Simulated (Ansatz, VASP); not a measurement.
**Ti in VASP and in Ansatz**

INCAR

```
PREC = Accurate
ENCUT = 520
EDIFF = 1E-6
ISMEAR = -1
SIGMA = 0.1
LREAL = F
LASPH = T
NELM = 100
ALGO = Normal
ISIF = 2
LWAVE = F
LCHARG = F
GGA = PS
NBANDS = 12
```

File KPOINTS:

```
regular mesh
0
Gamma
  3 3 3
```

POSCAR

```
Ti
1.0
   -1.6410000000      1.6410000000      1.6410000000
    1.6410000000     -1.6410000000      1.6410000000
    1.6410000000      1.6410000000     -1.6410000000
Ti
1
Direct
    0.0000000000      0.0000000000      0.0000000000
```

Input for Ansatz:

```yaml
crystal:
  lattice:
    - [-1.641, 1.641, 1.641]
    - [1.641, -1.641, 1.641]
    - [1.641, 1.641, -1.641]
  atoms:
    - { symbol: Ti, position: [0.0, 0.0, 0.0] }
kpoints:
  mp_grid:
    grid: [3, 3, 3]
hamiltonian:
  xc: pbesol
  pseudopotentials:
    kind: paw
scf:
  occupations:
    method: fermi_dirac
    width: 0.1
output:
  stress: true
```

Alike in both runs: task single point; functional PBEsol; k mesh 3 × 3 × 3; occupations fermi-dirac, width 0.1 eV; no spin polarisation.

```csv
,VASP,Ansatz
version,VASP 6.6.1,Ansatz 0.2.0
potentials or method,"VASP PAW PBE potentials, release 64 (Ti_sv)","plane waves, PAW"
plane-wave cutoff (eV),520,420
valence electrons in the cell,12,12
```

|  | VASP | Ansatz | Ansatz less VASP |
| --- | --- | --- | --- |
| pressure (GPa) | -7.1 | -7.0 | +0.09 |

VASP's potentials were made for PBE, not for PBEsol.

The k mesh is coarse, so the values compare programs but aren't converged.
